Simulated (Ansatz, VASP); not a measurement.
# One calculation of K, two programs

```
K
1.0
    -2.67945    2.67945    2.67945
     2.67945   -2.67945    2.67945
     2.67945    2.67945   -2.67945
K
1
Direct
  0.00000 0.00000 0.00000
```

Change from the starting cell: volume scaled by 0.98.

Alike in both runs: task single point; functional PBE; k mesh 7 × 7 × 7; occupations fermi-dirac, width 0.05 eV; no spin polarisation.

```csv
,VASP,Ansatz
version,VASP 6.6.1,Ansatz 0.2.0
potentials or method,"VASP PAW PBE potentials, release 64 (K_sv), cutoff 520 eV","all-electron LAPW, scalar-relativistic"
```

VASP gave:

- gap on the k mesh at the Fermi level (eV): none
- pressure (GPa): -0.2

**Question.** What did Ansatz give for the same quantities?

**Answer.** gap on the k mesh at the Fermi level (eV): none; pressure (GPa): -0.1.

A gap of «none» marks a metal or a gap that the smearing closes. Ansatz ran all-electron here, and VASP with PAW potentials.
